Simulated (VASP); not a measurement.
# Nb (Fm-3m) in VASP: a series of runs

The runs below take Nb through single point, with PBEsol, PBE+D4.

Program: VASP 6.6.1. These are calculated values, not measurements. Logs are shortened: lines on timing, memory, paths and dates and some standing lists are left out, and cuts for length are marked.

**1. The cell of the first run**

The structure is cubic, space group Fm-3m (No. 225). Conventional cell: a = 3.073 Å, b = 3.073 Å, c = 3.073 Å, α = 90.00°, β = 90.00°, γ = 90.00°. Nb (site symmetry m-3m) has 12 Nb at 2.17 Å within 2.9 Å.

**2. Single point, PBEsol (volume scaled by 0.4)**

Contents of INCAR:

```
PREC     = Accurate       # precision mode
ENCUT    = 520            # plane-wave cutoff, eV
EDIFF    = 1E-6           # SCF threshold, eV
ISMEAR   = -1             # smearing method
SIGMA    = 0.05           # smearing width, eV
LREAL    = False          # projectors in reciprocal space
LASPH    = True           # aspherical terms in the spheres
NELM     = 60             # most SCF steps
ALGO     = Normal         # electronic algorithm
ISIF     = 2              # what is computed and relaxed
LWAVE    = False          # write WAVECAR
LCHARG   = True           # write CHGCAR
GGA      = PS             # functional
LELF     = True           # ELF
LVHAR    = True         
NBANDS   = 12             # bands
```

Contents of KPOINTS:

```
regular mesh
0
Gamma
  16 16 16
```

Contents of POSCAR:

```
Nb
1.0
    0.0000000000      1.5366541321      1.5366541321
    1.5366541321      0.0000000000      1.5366541321
    1.5366541321      1.5366541321      0.0000000000
Nb
1
Direct
    0.0000000000      0.0000000000      0.0000000000
```

Potentials or basis: VASP PAW PBE potentials, release 64 (Nb_sv).

Run with:

```sh
> cat potpaw_PBE.64/Nb_sv/POTCAR > POTCAR
> mpirun -np 1 vasp_std > vasp.out
```

OUTCAR:

```text
PREC = Accurate
   ENCUT = 520
   EDIFF = 1E-6
   ISMEAR = -1
   LREAL = False
   LASPH = True
   NELM = 60
   ISIF = 2
   GGA = PS

 ion  position               nearest neighbor table
   1  0.000  0.000  0.000-

  LATTYP: Found a face centered cubic cell.
 ALAT       =     3.0733082642

  Lattice vectors:

 A1 = (   0.0000000000,   1.5366541321,   1.5366541321)
 A2 = (   1.5366541321,   0.0000000000,   1.5366541321)
 A3 = (   1.5366541321,   1.5366541321,   0.0000000000)

Analysis of symmetry for initial positions (statically):
=====================================================================
 Subroutine PRICEL returns:
 Original cell was already a primitive cell.

 Routine SETGRP: Setting up the symmetry group for a
 face centered cubic supercell.

 Subroutine GETGRP returns: Found 48 space group operations
 (whereof 48 operations were pure point group operations)
 out of a pool of 48 trial point group operations.

The static configuration has the point symmetry O_h .

Analysis of symmetry for dynamics (positions and initial velocities):
=====================================================================
 Subroutine PRICEL returns:
 Original cell was already a primitive cell.

 Routine SETGRP: Setting up the symmetry group for a
 face centered cubic supercell.

 Subroutine GETGRP returns: Found 48 space group operations
 (whereof 48 operations were pure point group operations)
 out of a pool of 48 trial point group operations.

The dynamic configuration has the point symmetry O_h .

 Subroutine INISYM returns: Found 48 space group operations
 (whereof 48 operations are pure point group operations),
 and found     1 'primitive' translations

----------------------------------------------------------------------------------------

                                     Primitive cell

  volume of cell :       7.2570

  direct lattice vectors                    reciprocal lattice vectors
     0.000000000  1.536654132  1.536654132    -0.325382264  0.325382264  0.325382264
     1.536654132  0.000000000  1.536654132     0.325382264 -0.325382264  0.325382264
     1.536654132  1.536654132  0.000000000     0.325382264  0.325382264 -0.325382264

  length of vectors
     2.173157114  2.173157114  2.173157114     0.563578613  0.563578613  0.563578613

  position of ions in fractional coordinates (direct lattice)
     0.000000000  0.000000000  0.000000000

  ion indices of the primitive-cell ions
   primitive index   ion index
                 1           1

----------------------------------------------------------------------------------------

 KPOINTS: regular mesh

Automatic generation of k-mesh.
 Grid dimensions read from file:
 generate k-points for:   16   16   16

 Generating k-lattice:

  Cartesian coordinates                     Fractional coordinates (reciprocal lattice)
    -0.020336391  0.020336391  0.020336391     0.062500000  0.000000000  0.000000000
     0.020336391 -0.020336391  0.020336391     0.000000000  0.062500000  0.000000000
     0.020336391  0.020336391 -0.020336391     0.000000000  0.000000000  0.062500000

  Length of vectors
     0.035223663  0.035223663  0.035223663

  Shift w.r.t. Gamma in fractional coordinates (k-lattice)
     0.000000000  0.000000000  0.000000000

 Subroutine IBZKPT returns following result:
 ===========================================

 Found    145 irreducible k-points:

 Following reciprocal coordinates:
            Coordinates               Weight
  0.000000  0.000000  0.000000      1.000000
  0.062500  0.000000  0.000000      8.000000
  0.125000  0.000000  0.000000      8.000000
  0.187500  0.000000  0.000000      8.000000
  0.250000  0.000000  0.000000      8.000000
  0.312500  0.000000  0.000000      8.000000
[... 16 lines left out ...]
 -0.125000  0.062500  0.000000     24.000000
 -0.062500  0.062500  0.000000     12.000000
 [... further k-points ...]
   k-points           NKPTS =    145   k-points in BZ     NKDIM =    145   number of bands    NBANDS=     12
   number of dos      NEDOS =    301   number of ions     NIONS =      1
   total plane-waves  NPLWV =   4096
   dimension x,y,z NGX =    16 NGY =   16 NGZ =   16
   dimension x,y,z NGXF=    32 NGYF=   32 NGZF=   32
   ions per type =               1
   NGX,Y,Z   is equivalent  to a cutoff of  12.24, 12.24, 12.24 a.u.
   NGXF,Y,Z  is equivalent  to a cutoff of  24.48, 24.48, 24.48 a.u.
 SYSTEM =  unknown system
   PREC   = accura    normal or accurate (medium, high low for compatibility)
   ISTART =      0    job   : 0-new  1-cont  2-samecut
   ICHARG =      2    charge: 1-file 2-atom 10-const
   ISPIN  =      1    spin polarized calculation?
   LNONCOLLINEAR =      F non collinear calculations
   LSORBIT =      F    spin-orbit coupling
   LASPH  =      T    aspherical Exc in radial PAW
   ENCUT  =  520.0 eV  38.22 Ry    6.18 a.u.   4.04  4.04  4.04*2*pi/ulx,y,z
   NELM   =     60;   NELMIN=  2; NELMDL= -5     # of ELM steps
   EDIFF  = 0.1E-05   stopping-criterion for ELM
   LREAL  =      F    real-space projection
   EDIFFG = 0.1E-04   stopping-criterion for IOM
   NSW    =      0    number of steps for IOM
   IBRION =     -1    ionic relax: 0-MD 1-quasi-New 2-CG
   NFREE  =      0    steps in history (QN), initial steepest desc. (CG)
   ISIF   =      2    stress and relaxation
   ISYM   =      2    0-nonsym 1-usesym 2-fastsym
   POTIM  = 0.5000    time-step for ionic-motion
   TEBEG  =    0.0;   TEEND  =   0.0 temperature during run
   PSTRESS=    0.0 pullay stress
   NELECT =      13.0000    total number of electrons
   NUPDOWN=      -1.0000    fix difference up-down
   EMIN   =  10.00;   EMAX   =-10.00  energy-range for DOS
   EFERMI =   0.00;   METHOD = LEGACY
   ISMEAR =    -1;   SIGMA  =   0.05  broadening in eV -4-tet -1-fermi 0-gaus
   EFERMI_NEDOS =   21; number of points for ismear=-14 and -15
   IALGO  =     38    algorithm
   IMIX   =      4    mixing-type and parameters
     AMIX     =   0.40;   BMIX     =  1.00
     AMIX_MAG =   1.60;   BMIX_MAG =  1.00
  volume/ion in A,a.u.               =       7.26        48.97
  Fermi-wavevector in a.u.,A,eV,Ry     =   1.988245  3.757238 53.785419  3.953117
  Thomas-Fermi vector in A             =   3.006691
   LORBIT       =      0    0 simple, 1 ext, 2 COOP (PROOUT), +10 PAW based schemes
   GGA     = PS    functional components
   LHFCALC =     F    Hartree Fock is set to
   AEXX    =    0.0000 exact exchange contribution
   IVDW    =     0    specifies the selected vdW correction
   LEPSILON=     F    determine dielectric tensor
   LRPA    =     F    only Hartree local field effects (RPA)
 non-spin polarized calculation
  energy-cutoff  :      520.00
  volume of cell :        7.26
 maximum number of plane-waves:       206
   NGX =  9   NGY =  9   NGZ =  9

 number of electron      13.0000002 magnetization

 Free energy of the ion-electron system (eV)
  ---------------------------------------------------
  ext. energy  EPLUGINS =         0.00000000
  ---------------------------------------------------
  free energy    TOTEN  =         2.54118918 eV

  energy without entropy =        2.54493297  energy(sigma->0) =        2.54306107

 E-fermi :  30.6918     XC(G=0): -18.1370

 val. band max:       30.6912036708   @ k =  -0.3125   0.4375   0.1875
 cond. band min:      30.6931054569   @ k =   0.1250   0.0625   0.0000
 fundamental gap:      0.0019017861
 Fermi energy:        30.6918329419

 k-point     1 :       0.0000    0.0000    0.0000
  band No.  band energies     occupation
      1     -29.5118      2.00000
      2       4.1954      2.00000
      3       4.1954      2.00000
      4       4.1954      2.00000
      5      27.9988      2.00000
      6      27.9988      2.00000
      7      27.9988      2.00000
      8      29.0669      2.00000
      9      36.4774      0.00000
     10      36.4774      0.00000
     11      40.7081      0.00000
     12      51.4881      0.00000

 k-point     2 :       0.0625    0.0000    0.0000
  band No.  band energies     occupation
      1     -29.3859      2.00000
      2       3.5727      2.00000
      3       4.1197      2.00000
      4       4.1197      2.00000
      5      27.6016      2.00000
      6      28.2221      2.00000
      7      28.2221      2.00000
      8      29.6081      2.00000
      9      36.0822      0.00000
     10      36.0822      0.00000
     11      41.6770      0.00000
     12      50.4653      0.00000

 k-point     3 :       0.1250    0.0000    0.0000
  band No.  band energies     occupation
      1     -29.0144      2.00000
      2       1.9129      2.00000
      3       3.9106      2.00000
      4       3.9106      2.00000
      5      26.5697      2.00000
      6      28.7696      2.00000
      7      28.7696      2.00000
      8      31.2165      0.00006
      9      35.2846      0.00000
     10      35.2846      0.00000
     11      43.9062      0.00000
     12      48.8861      0.00000

 k-point     4 :       0.1875    0.0000    0.0000
  band No.  band energies     occupation
      1     -28.4176      2.00000
      2      -0.3525      2.00000
      3       3.6134      2.00000
      4       3.6134      2.00000
      5      25.3939      2.00000
      6      29.2027      2.00000
      7      29.2027      2.00000
      8      33.4779      0.00000
      9      34.9405      0.00000
     10      34.9405      0.00000
     11      44.5867      0.00000
     12      50.0892      0.00000

 k-point     5 :       0.2500    0.0000    0.0000
  band No.  band energies     occupation
      1     -27.6360      2.00000
      2      -2.8257      2.00000
      3       3.2845      2.00000
      4       3.2845      2.00000
      5      24.3407      2.00000
      6      29.0005      2.00000
      7      29.0005      2.00000
      8      35.7972      0.00000
      9      35.7972      0.00000
     10      35.9279      0.00000
     11      43.4931      0.00000
     12      54.3935      0.00000
[... 228 lines left out ...]
      1     -27.2479      2.00000
      2      -3.6114      2.00000
      3       2.3964      2.00000
      4       3.4045      2.00000
      5      24.4391      2.00000
      6      28.6984      2.00000
      7      28.8608      2.00000
      8      34.7330      0.00000
      9      34.7853      0.00000
     10      40.0294      0.00000
     11      44.1999      0.00000
     12      55.9878      0.00000

 k-point    22 :      -0.1875    0.0625    0.0000
  band No.  band energies     occupation
      1     -28.0710      2.00000
      2      -1.2064      2.00000
      3       2.7643      2.00000
      4       3.7397      2.00000
      5      25.3173      2.00000
      6      29.1880      2.00000
      7      29.2759      2.00000
      8      33.1605      0.00000
      9      33.5169      0.00000
     10      37.8383      0.00000
     11      45.2548      0.00000
     12      51.4056      0.00000

 k-point    23 :      -0.1250    0.0625    0.0000
  band No.  band energies     occupation
      1     -28.7310      2.00000
      2       1.0633      2.00000
      3       3.1946      2.00000
      4       4.0030      2.00000
      5      26.2899      2.00000
      6      28.9452      2.00000
      7      28.9502      2.00000
      8      31.9545      0.00000
      9      33.7890      0.00000
     10      36.4484      0.00000
     11      45.3347      0.00000
     12      49.0817      0.00000

 k-point    24 :      -0.0625    0.0625    0.0000
  band No.  band energies     occupation
      1     -29.1781      2.00000
      2       2.7880      2.00000
      3       3.6746      2.00000
      4       4.1408      2.00000
      5      27.1203      2.00000
      6      28.4110      2.00000
      7      28.5188      2.00000
      8      30.5506      1.88809
      9      34.9283      0.00000
     10      36.2423      0.00000
     11      43.1060      0.00000
     12      49.9752      0.00000

 [... further k-points ...]
[... 5 lines left out ...]
  --------------------------------------------------------------------------------------
  -------------------------------------------------------------------------------------
  Total       37.3499849     37.3499849     37.3499849      0.0000000     -0.0000000     -0.0000000
  in kB     8245.9867538   8245.9867538   8245.9867538      0.0000000     -0.0000000     -0.0000000
  external PRESSURE =    8245.9867538 kB  Pullay stress =       0.0000000 kB

 VOLUME and BASIS-vectors are now :
 -----------------------------------------------------------------------------
  energy-cutoff  :      520.00
  volume of cell :        7.26
      direct lattice vectors                 reciprocal lattice vectors
     0.000000000  1.536654132  1.536654132    -0.325382264  0.325382264  0.325382264
     1.536654132  0.000000000  1.536654132     0.325382264 -0.325382264  0.325382264
     1.536654132  1.536654132  0.000000000     0.325382264  0.325382264 -0.325382264

 POSITION                                       TOTAL-FORCE (eV/Angst)
 -----------------------------------------------------------------------------------
      0.00000      0.00000      0.00000        -0.000000     -0.000000     -0.000000
 -----------------------------------------------------------------------------------
    total drift:                                0.000000      0.000000      0.000000

  FREE ENERGIE OF THE ION-ELECTRON SYSTEM (eV)
  ---------------------------------------------------
  free  energy   TOTEN  =         2.5411891810 eV

  energy  without entropy=        2.5449329655  energy(sigma->0) =        2.54306107
```

Wall time 7.8 s (1 thread of Intel Xeon 6975P-C, shared host); peak memory 0.12 GiB.

The run converged, but its numbers aren't listed here, since they failed a check.

Caveat: the PAW data sets were made with another functional, which shifts forces and pressure a little.

[end of part 1 of 2]
